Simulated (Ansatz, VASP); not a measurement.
## Two plane-wave programs on CdF2

```
Cd F
1.0
     0.00000    2.61042    2.61042
     2.61042    0.00000    2.61042
     2.61042    2.61042    0.00000
Cd F
1 2
Direct
  0.00000 0.00000 0.00000
  0.25000 0.25000 0.25000
  0.75000 0.75000 0.75000
```

Change from the starting cell: hydrostatic strain -2.7%.

Alike in both runs: task single point; functional PBE; k mesh 8 × 8 × 8; occupations fermi-dirac, width 0.02 eV; no spin polarisation.

```csv
,VASP,Ansatz
version,VASP 6.6.1,Ansatz 0.2.0
potentials or method,"VASP PAW PBE potentials, release 64 (Cd, F)","plane waves, PAW"
plane-wave cutoff (eV),520,420
valence electrons in the cell,26,34
```

Ansatz gave:

| Property | Result |
| --- | --- |
| gap on the k mesh at the Fermi level (eV) | 3.45 |
| pressure (GPa) | 19.4 |

Task: Which values does VASP return?

Result: gap on the k mesh at the Fermi level (eV): 3.41; pressure (GPa): 20.7.

VASP's potentials hold 26 valence electrons a cell and Ansatz's 34, so a difference there can come from the potentials and not from the codes.
